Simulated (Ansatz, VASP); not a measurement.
BaSnAu: VASP beside Ansatz

```
Ba Sn Au
1.0
     3.39795    0.00000    0.00000
     0.00000    3.39795    0.00000
     0.00000    0.00000    9.11552
Ba Sn Au
1 1 1
Direct
  0.00000 0.00000 0.00000
  0.50000 0.50000 0.50000
  0.00000 0.00000 0.50000
```

Alike in both runs: task relaxation of cell and atoms; functional PBE; k mesh 6 × 6 × 2; occupations gaussian, width 0.1 eV; no spin polarisation.

|  | VASP | Ansatz |
| --- | --- | --- |
| version | VASP 6.6.1 | Ansatz 0.2.0 |
| potentials or method | VASP PAW PBE potentials, release 64 (Ba_sv, Sn_d, Au), cutoff 600 eV | scalar-relativistic, plane waves, PAW |
| valence electrons in the cell | 35 | 43 |

```tsv
	VASP	Ansatz	Ansatz less VASP
gap on the k mesh at the Fermi level, each at its own relaxed structure (eV)	none	none	-
relaxed volume (Å³/atom)	35.20	34.67	-0.532
relaxed cell length with the largest relative difference (Å)	6.368	6.299	-0.0695
```

A gap of «none» marks a metal or a gap that the smearing closes. VASP's potentials hold 35 valence electrons a cell and Ansatz's 43, so a difference there can come from the potentials and not from the codes.

Neither program's run includes spin-orbit coupling.
